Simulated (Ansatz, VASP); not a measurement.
**Si3Ge in VASP and in Ansatz**

```
CELL_PARAMETERS angstrom
2.72238 0.00000 0.00000
-1.36119 2.35765 0.00000
0.00000 0.00000 10.10720
ATOMIC_POSITIONS crystal
Si 0.33333 0.66667 0.75000
Si 0.33333 0.66667 0.25000
Si 0.66667 0.33333 0.00000
Ge 0.66667 0.33333 0.50000
```

Alike in both runs: task relaxation of cell and atoms; functional PBE; k mesh 6 × 6 × 2; occupations gaussian, width 0.1 eV; no spin polarisation.

|  | VASP | Ansatz |
| --- | --- | --- |
| version | VASP 6.6.1 | Ansatz 0.2.0 |
| potentials or method | VASP PAW PBE potentials, release 64 (Si, Ge_d), cutoff 500 eV | scalar-relativistic, plane waves, PAW |
| valence electrons in the cell | 26 | 26 |

```tsv
	VASP	Ansatz	Ansatz less VASP
gap on the k mesh at the Fermi level, each at its own relaxed structure (eV)	none	none	-
relaxed volume (Å³/atom)	16.63	16.60	-0.021
relaxed length of the cell vector where the two differ most in proportion (Å)	10.925	10.915	-0.0102
```

A gap of «none» marks a metal or a gap that the smearing closes.

The k mesh is coarse, so the values compare programs but aren't converged. Noted on VASP's run: too few bands were computed for a metal, which touches its energy and stress.
